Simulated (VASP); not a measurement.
# PbSe: relaxation of cell and atoms with PBE

Crystal: PbSe.

```
Pb Se
1.0
     4.70085    0.00000    0.00000
    -2.35042    4.07105    0.00000
     0.00000    0.00000    6.55183
Pb Se
2 2
Direct
  0.33333 0.66667 0.25000
  0.66667 0.33333 0.75000
  0.00000 0.00000 0.00000
  0.00000 0.00000 0.50000
```

```yaml
Program: VASP 6.6.1
Task: relaxation of cell and atoms
Functional: PBE
Potentials_or_basis: VASP PAW PBE potentials, release 64 (Pb_d, Se)
Cutoff: 600 eV
k_mesh: 8 × 8 × 6
Occupations: gaussian, width 0.05 eV
Spin: no spin polarisation
Dipole_correction: no
Further_INCAR_settings: ALGO = Normal; EDIFF = 1e-07; IBRION = 2; EDIFFG = -0.01; NSW = 80; ISIF = 3
```

- Relaxed volume: 30.20 Å³/atom
- Relaxed cell: a = 4.272 Å, b = 4.272 Å, c = 7.642 Å, α = 90.00°, β = 90.00°, γ = 120.00°
- Space group after relaxing (to 0.05 Å): P6_3/mmc (No. 194)
- Energy gained by relaxing: 213.1 meV/atom
- Ionic steps: 7
- Pressure after relaxing: 0.0 GPa
- Band gap on the k mesh: 0.22 eV, indirect (least direct gap 0.27 eV)

The path:
| step | energy change (eV) | largest force (eV/Å) | pressure (GPa) | volume (Å³) |
| --- | --- | --- | --- | --- |
| 1 | 0.0000 | 0.0000 | -0.17 | 125.39 |
| 2 | -0.4811 | 0.0000 | -0.27 | 124.43 |
| 3 | -0.7071 | 0.0000 | 0.28 | 117.78 |
| 4 | -0.8516 | 0.0000 | -0.08 | 120.89 |
| 5 | -0.8522 | 0.0000 | -0.10 | 121.09 |
| 6 | -0.8523 | 0.0000 | 0.06 | 120.64 |
| 7 | -0.8523 | 0.0000 | 0.00 | 120.81 |

Final structure:
```
CELL_PARAMETERS angstrom
4.27247 0.00000 0.00000
-2.13623 3.70006 0.00000
0.00000 0.00000 7.64197
ATOMIC_POSITIONS crystal
Pb 0.33333 0.66667 0.25000
Pb 0.66667 0.33333 0.75000
Se 0.00000 0.00000 0.00000
Se 0.00000 0.00000 0.50000
```

Levels at points of the mesh, in eV from the valence-band top:
```
           k point  band 16  band 17  band 18  band 19  band 20  band 21  band 22  band 23  band 24
(0.00, 0.00, 0.00)    -1.34    -1.34    -0.63    -0.63     0.00     1.25     2.42     2.42     4.59
(0.50, 0.00, 0.00)    -3.56    -2.43    -0.99    -0.40    -0.05     0.22     1.74     2.00     4.24
(0.00, 0.00, 0.50)    -1.06    -1.04    -1.04    -1.04    -1.04     3.15     3.15     3.37     3.37
(0.50, 0.00, 0.50)    -3.07    -1.89    -1.89    -1.87    -1.87     2.32     2.32     3.70     3.70
```

Run time: 8.2 min on 1 thread of Intel(R) Xeon(R) 6975P-C (Granite Rapids), with other jobs on the host, peak memory 0.39 GiB.

Caveat: spin-orbit coupling is left out, which moves the levels of the heavy elements. A k mesh can miss the band edges.
